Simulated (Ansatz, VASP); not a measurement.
# One calculation of Ge3N, two programs

```xyz
4
Lattice="4.0982 0.0000 0.0000 0.0000 4.0982 0.0000 0.0000 0.0000 4.0982" Properties=species:S:1:pos:R:3 pbc="T T T"
Ge    2.0491    2.0491    0.0000
Ge    2.0491    0.0000    2.0491
Ge    0.0000    2.0491    2.0491
N     0.0000    0.0000    0.0000
```

Change from the starting cell: species swapped into the EuBi3 type (Pm-3m, No. 221).

Alike in both runs: task relaxation of cell and atoms; functional PBE; k mesh 4 × 4 × 4; occupations gaussian, width 0.1 eV; no spin polarisation.

|  | VASP | Ansatz |
| --- | --- | --- |
| version | VASP 6.6.1 | Ansatz 0.2.0 |
| potentials or method | VASP PAW PBE potentials, release 64 (Ge_d, N), cutoff 600 eV | scalar-relativistic, plane waves, PAW |
| valence electrons in the cell | 47 | 47 |

|  | VASP | Ansatz | Ansatz less VASP |
| --- | --- | --- | --- |
| gap on the k mesh at the Fermi level, each at its own relaxed structure (eV) | none | none | - |
| relaxed volume (Å³/atom) | 15.69 | 15.72 | +0.024 |
| relaxed cell length with the largest relative difference (Å) | 3.974 | 3.976 | +0.0021 |

A gap of «none» marks a metal or a gap that the smearing closes.

The k mesh is coarse, so the values compare programs but aren't converged.
